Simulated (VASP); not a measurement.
A run of VASP 6.6.1:

INCAR

```
SYSTEM = Ni2Te4O
  ALGO = Normal
  EDIFF = 1E-6
  ENCUT = 520
  GGA = PE
  ISIF = 2
  ISMEAR = 0
  LASPH = .True.
  LCHARG = .False.
  LREAL = .False.
  LWAVE = .False.
  NBANDS = 63
  NELM = 100
  PREC = Accurate
  SIGMA = 0.1581
```

KPOINTS

```
Automatic mesh
0
Gamma
  3 3 3
  0.5 0.5 0.5
```

Contents of POSCAR:

```
Ni2Te4O
1.0
    8.0047784200      0.0000000000      0.0000000000
    0.0000000000      8.0047784200      0.0000000000
    0.0000000000      0.0000000000      6.3100137200
O Te Ni
2 8 4
Direct
    0.2500000000      0.2500000000      0.0000000000
    0.7500000000      0.7500000000      0.0000000000
    0.9180000000      0.0820000000      0.7484000000
    0.4180000000      0.9180000000      0.7484000000
    0.5820000000      0.4180000000      0.7484000000
    0.0820000000      0.5820000000      0.7484000000
    0.9180000000      0.4180000000      0.2516000000
    0.4180000000      0.5820000000      0.2516000000
    0.5820000000      0.0820000000      0.2516000000
    0.0820000000      0.9180000000      0.2516000000
    0.7500000000      0.2500000000      0.0000000000
    0.2500000000      0.7500000000      0.0000000000
    0.7500000000      0.2500000000      0.5000000000
    0.2500000000      0.7500000000      0.5000000000
```

Potentials or basis: VASP PAW PBE potentials, release 64 (O, Te, Ni).

Run with:

```console
$ cat potpaw_PBE.64/O/POTCAR potpaw_PBE.64/Te/POTCAR potpaw_PBE.64/Ni/POTCAR > POTCAR
$ mpirun -np 1 vasp_std > vasp.out
```

Hardware: 1 thread of Intel(R) Xeon(R) Platinum 8488C (Sapphire Rapids) (shared host).

Q: Estimate the wall time of this run.

A: Run time: 4.1 min on 1 thread of Intel(R) Xeon(R) Platinum 8488C (Sapphire Rapids), with other jobs on the host, peak memory 0.48 GiB. Counts: scf iterations 26, k points 6.
